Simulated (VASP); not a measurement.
Here is a VASP 6.6.1 calculation.

Contents of INCAR:

```
SYSTEM = Ca
PREC = Accurate
ENCUT = 600
EDIFF = 1E-6
ISMEAR = 1
SIGMA = 0.05
LREAL = .FALSE.
LASPH = .TRUE.
NELM = 100
ALGO = Normal
ISIF = 3
LWAVE = .FALSE.
LCHARG = .FALSE.
GGA = PS
IBRION = 2
NSW = 80
EDIFFG = -0.03
```

File KPOINTS:

```
Automatic mesh
0
G
  7 7 7
  0 0 0
```

POSCAR

```
Ca
1.0
    0.0000000000      2.7942000000      2.7942000000
    2.7942000000      0.0000000000      2.7942000000
    2.7942000000      2.7942000000      0.0000000000
Ca
1
Direct
    0.0000000000      0.0000000000      0.0000000000
```

Potentials or basis: VASP PAW PBE potentials, release 64 (Ca_sv).

Run with:

```bash
$ cat potpaw_PBE.64/Ca_sv/POTCAR > POTCAR
$ mpirun -np 1 vasp_std > vasp.out
```

Problem. What does it give for the relaxed volume?

Solution. 41.07 Å³/atom.

Problem. Predict the relaxed cell.

Solution. a = 3.873 Å, b = 3.873 Å, c = 3.873 Å, α = 60.00°, β = 60.00°, γ = 60.00°.

Problem. What does it give for the space group after relaxing (to 0.05 Å)?

Solution. Fm-3m (No. 225).

Problem. What does it give for the band gap on the k mesh?

Solution. Zero (band 5 reaches 2.08 eV, above the bottom of band 6 at 1.96 eV).

The path:
| step | energy change (eV) | largest force (eV/Å) | pressure (GPa) | volume (Å³) |
| --- | --- | --- | --- | --- |
| 1 | 0.0000 | 0.0000 | -1.07 | 43.63 |
| 2 | -0.0082 | 0.0000 | -0.35 | 41.81 |
| 3 | -0.0090 | 0.0000 | -0.02 | 41.07 |

Caveat: the PAW data sets were made with another functional, which shifts forces and pressure a little.
